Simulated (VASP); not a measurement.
HfSbAu3, 5 atoms in the cell. Symmetry: Pm-3m, No. 221, cubic system. The conventional cell has a = 5.184 Å, b = 5.184 Å, c = 5.184 Å, α = 90.00°, β = 90.00°, γ = 90.00°. Hf (site symmetry m-3m) has 6 Au at 2.59 Å within 3.4 Å. Within 4.8 Å of Sb (site symmetry m-3m) lie 12 Au at 3.67 Å and 8 Hf at 4.49 Å. Within 3.4 Å of Au (site symmetry 4/mmm) lie 2 Hf at 2.59 Å. 

| Property | Result |
| --- | --- |
| Program | VASP 6.6.1 |
| Task | single point |
| Functional | PBE |
| Potentials or basis | VASP PAW PBE potentials, release 64 (Hf_pv, Sb, Au) |
| Cutoff | 520 eV |
| k mesh | 4 × 4 × 4 |
| Occupations | gaussian, width 0.1 eV |
| Spin | no spin polarisation |
| Dipole correction | no |
| Further INCAR settings | ALGO = Normal; EDIFF = 1e-06; NBANDS = 32 |

Potentials or basis: VASP PAW PBE potentials, release 64 (Hf_pv, Sb, Au).

Launch:

```bash
$ cat potpaw_PBE.64/Hf_pv/POTCAR potpaw_PBE.64/Sb/POTCAR potpaw_PBE.64/Au/POTCAR > POTCAR
$ mpirun -np 1 vasp_std > vasp.out
```

Hardware: 1 thread of Oxide Virtual Turin-like Processor, with other jobs on the host.

Task: Estimate the wall time of this run.

Result: It took 90 s on 1 thread of Oxide Virtual Turin-like Processor, on a shared host, peak memory 0.23 GiB. Counts: scf iterations 14, k points 10.
